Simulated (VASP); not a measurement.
Input of a VASP 6.6.1 run:

Contents of INCAR:

```
  ALGO = Fast
  EDIFF = 1E-6
  ENCUT = 520
  ISIF = 2
  ISMEAR = 0
  LASPH = T
  LCHARG = F
  LREAL = F
  LWAVE = F
  NBANDS = 11
  NELM = 100
  PREC = Accurate
  SIGMA = 0.15
```

Contents of KPOINTS:

```
k-points
0
Gamma
  18 18 18
```

Contents of POSCAR:

```
Hf
1.0
    0.0000000000      2.0424000000      2.3976000000
    2.0424000000      0.0000000000      2.3976000000
    2.0424000000      2.0424000000      0.0000000000
Hf
1
Direct
    0.0000000000      0.0000000000      0.0000000000
```

Potentials or basis: VASP PAW LDA potentials, release 64 (Hf_pv).

Run with:

```bash
$ cat potpaw_LDA.64/Hf_pv/POTCAR > POTCAR
$ mpirun -np 1 vasp_std > vasp.out
```

(1) What does it give for the band gap on the k mesh?

(2) Estimate the pressure.

Answers

(1) zero (band 5 reaches 6.16 eV, above the bottom of band 6 at 4.67 eV).

(2) 4.0 GPa.

Caveat: the cell differs from its parent crystal (strain -0.080 along x and y, +0.080 along z); spin-orbit coupling is left out, which moves the levels of the heavy elements.
